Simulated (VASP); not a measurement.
# CsIr3 (Pm-3m) in VASP: single point with PBE

Aim: the single point of CsIr3 with PBE.

Everything below comes from runs of VASP 6.6.1. Logs are shortened: lines on timing, memory, paths and dates and some standing lists are left out, and cuts for length are marked.

**1. The cell of the first run**

It takes space group Pm-3m (No. 221, cubic). The conventional cell has a = 4.176 Å, b = 4.176 Å, c = 4.176 Å, α = 90.00°, β = 90.00°, γ = 90.00°. Within 3.9 Å of Cs (site symmetry m-3m) lie 12 Ir at 2.95 Å. Within 3.9 Å of Ir (site symmetry 4/mmm) lie 4 Cs at 2.95 Å and 8 Ir at 2.95 Å.

**2. Single point, PBE**

INCAR reads:

```
PREC = Accurate
ENCUT = 560
EDIFF = 1E-6
ISMEAR = 0
SIGMA = 0.1
LREAL = False
LASPH = True
NELM = 120
ALGO = Normal
ISIF = 2
LWAVE = False
LCHARG = False
GGA = PE
NBANDS = 38
GGA_COMPAT = False
```

KPOINTS reads:

```
regular mesh
0
Gamma
  12 12 12
```

POSCAR reads:

```
CsIr3
1.0
    4.1763535325      0.0000000000      0.0000000000
    0.0000000000      4.1763535325      0.0000000000
    0.0000000000      0.0000000000      4.1763535325
Cs Ir
1 3
Direct
    0.0000000000      0.0000000000      0.0000000000
    0.0000000000      0.5000000000      0.5000000000
    0.5000000000      0.0000000000      0.5000000000
    0.5000000000      0.5000000000      0.0000000000
```

Potentials or basis: VASP PAW PBE potentials, release 64 (Cs_sv, Ir_sv_GW).

Started as:

```bash
> cat potpaw_PBE.64/Cs_sv/POTCAR potpaw_PBE.64/Ir_sv_GW/POTCAR > POTCAR
> mpirun -np 1 vasp_std > vasp.out
```

OUTCAR:

```text
PREC = Accurate
   ENCUT = 560
   EDIFF = 1E-6
   ISMEAR = 0
   LREAL = False
   LASPH = True
   NELM = 120
   ISIF = 2
   GGA = PE

 ion  position               nearest neighbor table
   1  0.000  0.000  0.000-   2 2.95   3 2.95   4 2.95   2 2.95   3 2.95   2 2.95   4 2.95   2 2.95
                             3 2.95   4 2.95   3 2.95   4 2.95
   2  0.000  0.500  0.500-   1 2.95   3 2.95   4 2.95   1 2.95   4 2.95   1 2.95   3 2.95   1 2.95
                             3 2.95   4 2.95   4 2.95   3 2.95
   3  0.500  0.000  0.500-   1 2.95   2 2.95   4 2.95   1 2.95   4 2.95   2 2.95   4 2.95   4 2.95
                             1 2.95   2 2.95   1 2.95   2 2.95
   4  0.500  0.500  0.000-   1 2.95   2 2.95   3 2.95   2 2.95   3 2.95   1 2.95   3 2.95   3 2.95
                             1 2.95   2 2.95   2 2.95   1 2.95

  LATTYP: Found a simple cubic cell.
 ALAT       =     4.1763535325

  Lattice vectors:

 A1 = (   4.1763535325,   0.0000000000,   0.0000000000)
 A2 = (   0.0000000000,   4.1763535325,   0.0000000000)
 A3 = (   0.0000000000,   0.0000000000,   4.1763535325)

Analysis of symmetry for initial positions (statically):
=====================================================================
 Subroutine PRICEL returns:
 Original cell was already a primitive cell.

 Routine SETGRP: Setting up the symmetry group for a
 simple cubic supercell.

 Subroutine GETGRP returns: Found 48 space group operations
 (whereof 48 operations were pure point group operations)
 out of a pool of 48 trial point group operations.

The static configuration has the point symmetry O_h .

Analysis of symmetry for dynamics (positions and initial velocities):
=====================================================================
 Subroutine PRICEL returns:
 Original cell was already a primitive cell.

 Routine SETGRP: Setting up the symmetry group for a
 simple cubic supercell.

 Subroutine GETGRP returns: Found 48 space group operations
 (whereof 48 operations were pure point group operations)
 out of a pool of 48 trial point group operations.

The dynamic configuration has the point symmetry O_h .

 Subroutine INISYM returns: Found 48 space group operations
 (whereof 48 operations are pure point group operations),
 and found     1 'primitive' translations

----------------------------------------------------------------------------------------

[... 95 lines left out ...]
   NELM   =    120;   NELMIN=  2; NELMDL= -5     # of ELM steps
   EDIFF  = 0.1E-05   stopping-criterion for ELM
   LREAL  =      F    real-space projection
   EDIFFG = 0.1E-04   stopping-criterion for IOM
   NSW    =      0    number of steps for IOM
   IBRION =     -1    ionic relax: 0-MD 1-quasi-New 2-CG
   NFREE  =      0    steps in history (QN), initial steepest desc. (CG)
   ISIF   =      2    stress and relaxation
   ISYM   =      2    0-nonsym 1-usesym 2-fastsym
   POTIM  = 0.5000    time-step for ionic-motion
   TEBEG  =    0.0;   TEEND  =   0.0 temperature during run
   PSTRESS=    0.0 pullay stress
   NELECT =      60.0000    total number of electrons
   NUPDOWN=      -1.0000    fix difference up-down
   EMIN   =  10.00;   EMAX   =-10.00  energy-range for DOS
   EFERMI =   0.00;   METHOD = LEGACY
   ISMEAR =     0;   SIGMA  =   0.10  broadening in eV -4-tet -1-fermi 0-gaus
   EFERMI_NEDOS =   21; number of points for ismear=-14 and -15
   IALGO  =     38    algorithm
   IMIX   =      4    mixing-type and parameters
     AMIX     =   0.40;   BMIX     =  1.00
     AMIX_MAG =   1.60;   BMIX_MAG =  1.00
  volume/ion in A,a.u.               =      18.21       122.89
  Fermi-wavevector in a.u.,A,eV,Ry     =   1.534598  2.899970 32.041603  2.354991
  Thomas-Fermi vector in A             =   2.641504
   LORBIT       =      0    0 simple, 1 ext, 2 COOP (PROOUT), +10 PAW based schemes
   GGA     = PE    functional components
   LHFCALC =     F    Hartree Fock is set to
   AEXX    =    0.0000 exact exchange contribution
   IVDW    =     0    specifies the selected vdW correction
   LEPSILON=     F    determine dielectric tensor
   LRPA    =     F    only Hartree local field effects (RPA)
 non-spin polarized calculation
 Gauss-broadening in eV      SIGMA  =   0.10
  energy-cutoff  :      560.00
  volume of cell :       72.84
 maximum number of plane-waves:      2272
   NGX = 17   NGY = 17   NGZ = 17

 number of electron      59.9999999 magnetization

 Free energy of the ion-electron system (eV)
  ---------------------------------------------------
  ext. energy  EPLUGINS =         0.00000000
  ---------------------------------------------------
  free energy    TOTEN  =       -21.60865616 eV

  energy without entropy =      -21.56961532  energy(sigma->0) =      -21.58913574

 E-fermi :   8.3901     XC(G=0): -12.9252

 val. band max:        8.3892468033   @ k =   0.2500   0.0000   0.0000
 cond. band min:       8.3938040415   @ k =   0.0833   0.0833   0.0000
 fundamental gap:      0.0045572382
 Fermi energy:         8.3900789279

 k-point     1 :       0.0000    0.0000    0.0000
  band No.  band energies     occupation
      1     -83.1332      2.00000
      2     -83.1132      2.00000
      3     -83.1132      2.00000
      4     -40.1008      2.00000
      5     -40.1008      2.00000
      6     -40.1008      2.00000
[... 973 lines left out ...]
     37      14.8728      0.00000
     38      16.8881      0.00000

 [... further k-points ...]

------------------------ aborting loop because EDIFF is reached ----------------------------------------

  FORCE on cell =-STRESS in cart. coord.  units (eV):
  Direction    XX          YY          ZZ          XY          YZ          ZX
  --------------------------------------------------------------------------------------
  -------------------------------------------------------------------------------------
  Total        0.5108371      0.5108371      0.5108371      0.0000000      0.0000000     -0.0000000
  in kB       11.2357292     11.2357292     11.2357292      0.0000000      0.0000000     -0.0000000
  external PRESSURE =      11.2357292 kB  Pullay stress =       0.0000000 kB

 VOLUME and BASIS-vectors are now :
 -----------------------------------------------------------------------------
  energy-cutoff  :      560.00
  volume of cell :       72.84
      direct lattice vectors                 reciprocal lattice vectors
     4.176353533  0.000000000  0.000000000     0.239443331  0.000000000  0.000000000
     0.000000000  4.176353533  0.000000000     0.000000000  0.239443331  0.000000000
     0.000000000  0.000000000  4.176353533     0.000000000  0.000000000  0.239443331

 POSITION                                       TOTAL-FORCE (eV/Angst)
 -----------------------------------------------------------------------------------
      0.00000      0.00000      0.00000         0.000000      0.000000      0.000000
      0.00000      2.08818      2.08818         0.000000      0.000000      0.000000
      2.08818      0.00000      2.08818         0.000000      0.000000      0.000000
      2.08818      2.08818      0.00000         0.000000      0.000000      0.000000
 -----------------------------------------------------------------------------------
    total drift:                                0.000000     -0.000000     -0.000000

  FREE ENERGIE OF THE ION-ELECTRON SYSTEM (eV)
  ---------------------------------------------------
  free  energy   TOTEN  =       -21.6086561597 eV

  energy  without entropy=      -21.5696153158  energy(sigma->0) =      -21.58913574
```

OSZICAR:

```text
N       E                     dE             d eps       ncg     rms          rms(c)
DAV:   1     0.684156309630E+03    0.68416E+03   -0.43458E+04  6800   0.174E+03
DAV:   2     0.784132915083E+01   -0.67631E+03   -0.66061E+03  7820   0.516E+02
DAV:   3    -0.251454233455E+02   -0.32987E+02   -0.31684E+02  7740   0.106E+02
DAV:   4    -0.256440654563E+02   -0.49864E+00   -0.49626E+00  7124   0.130E+01
DAV:   5    -0.256528004488E+02   -0.87350E-02   -0.87302E-02  7548   0.134E+00    0.115E+02
DAV:   6    -0.218661892775E+02    0.37866E+01   -0.19243E+01  7050   0.206E+01    0.490E+01
DAV:   7    -0.216910924109E+02    0.17510E+00   -0.19391E+00  7024   0.711E+00    0.264E+01
DAV:   8    -0.216219607554E+02    0.69132E-01   -0.44282E-01  6896   0.339E+00    0.832E-01
DAV:   9    -0.216092415641E+02    0.12719E-01   -0.40448E-02  6900   0.818E-01    0.715E-01
DAV:  10    -0.216086920176E+02    0.54955E-03   -0.47915E-03  7104   0.366E-01    0.129E-01
DAV:  11    -0.216086618487E+02    0.30169E-04   -0.82128E-05  7596   0.705E-02    0.996E-02
DAV:  12    -0.216086565125E+02    0.53362E-05   -0.10945E-05  7066   0.145E-02    0.138E-02
DAV:  13    -0.216086561597E+02    0.35274E-06   -0.14386E-06  5076   0.559E-03
   1 F= -.21608656E+02 E0= -.21589136E+02  d E =-.390408E-01
```

stdout:

```text
POSCAR found type information on POSCAR CsIr
 POSCAR found :  2 types and       4 ions
 scaLAPACK will be used
 LDA part: xc-table for (Slater+PW92), standard interpolation
 POSCAR, INCAR and KPOINTS ok, starting setup
 FFT: planning ... GRIDC
 FFT: planning ... GRID_SOFT
 FFT: planning ... GRID
 WAVECAR not read
 entering main loop
```

Wall time 74 s (1 thread of Intel Xeon 6975P-C (Granite Rapids), shared host); peak memory 0.33 GiB.

What came out:

```yaml
Free_energy: -21.6087 eV
Pressure: 1.1 GPa
Band_gap_on_the_k_mesh: zero (bands 30 and 31 overlap by 1.69 eV)
```

Caveat: spin-orbit coupling is left out, which moves the levels of the heavy elements.
